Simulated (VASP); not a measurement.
Input of a VASP 6.6.1 run:

File INCAR:

```
SYSTEM = Ba
PREC = Accurate
ENCUT = 520
EDIFF = 1E-6
ISMEAR = -1
SIGMA = 0.15
LREAL = .False.
LASPH = .True.
NELM = 100
ALGO = Normal
ISIF = 2
LWAVE = .False.
LCHARG = .True.
GGA = PS
LELF = .True.
LVHAR = .True.
NBANDS = 11
```

KPOINTS

```
Automatic mesh
0
Gamma
  7 7 8
  0 0 0
```

The input POSCAR:

```
Ba
1.0
    3.9996500000      0.0000000000      0.0000000000
    0.0000000000      3.9996500000      0.0000000000
    0.0000000000      0.0000000000      3.6055390000
Ba
1
Direct
    0.5000000000      0.5000000000      0.5000000000
```

Potentials or basis: VASP PAW PBE potentials, release 64 (Ba_sv).

The run is started by

```bash
$ cat potpaw_PBE.64/Ba_sv/POTCAR > POTCAR
$ mpirun -np 1 vasp_std > vasp.out
```

Predict the band gap on the k mesh.

zero (band 5 reaches 2.01 eV, above the bottom of band 6 at 1.49 eV).

What does it give for the pressure?

0.0 GPa.

Stress tensor (GPa, compression positive):
```
-1.12  0.00  0.00
 0.00 -1.12  0.00
 0.00  0.00  2.36
```

Caveat: the PAW data sets were made with another functional, which shifts forces and pressure a little; spin-orbit coupling is left out, which moves the levels of the heavy elements.
